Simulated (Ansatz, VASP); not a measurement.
# P in VASP and in Ansatz

```
P
1.0
     4.39568    0.00000    0.00000
    -2.19784    3.80677    0.00000
     0.00000    0.00000    2.47786
P
3
Direct
  0.00000 0.00000 0.00000
  0.33333 0.66667 0.50000
  0.66667 0.33333 0.50000
```

Alike in both runs: task single point; functional PBE; k mesh 9 × 9 × 14; occupations fermi-dirac, width 0.1 eV; no spin polarisation.

|  | VASP | Ansatz |
| --- | --- | --- |
| version | VASP 6.6.1 | Ansatz 0.2.0 |
| potentials or method | VASP PAW PBE potentials, release 64 (P), cutoff 520 eV | plane waves (420 eV) with PAW, scalar-relativistic |
| valence electrons in the cell | 15 | 15 |

Ansatz gave:

* pressure (GPa): 4.1
* traceless stress, the component that is largest in VASP (GPa): -0.11

Task: Which values does VASP return?

Result: Pressure (GPa): 3.8; traceless stress, the component that is largest in VASP (GPa): -0.16.

The functional is the same, so the differences come from potentials, cutoffs and numerics.
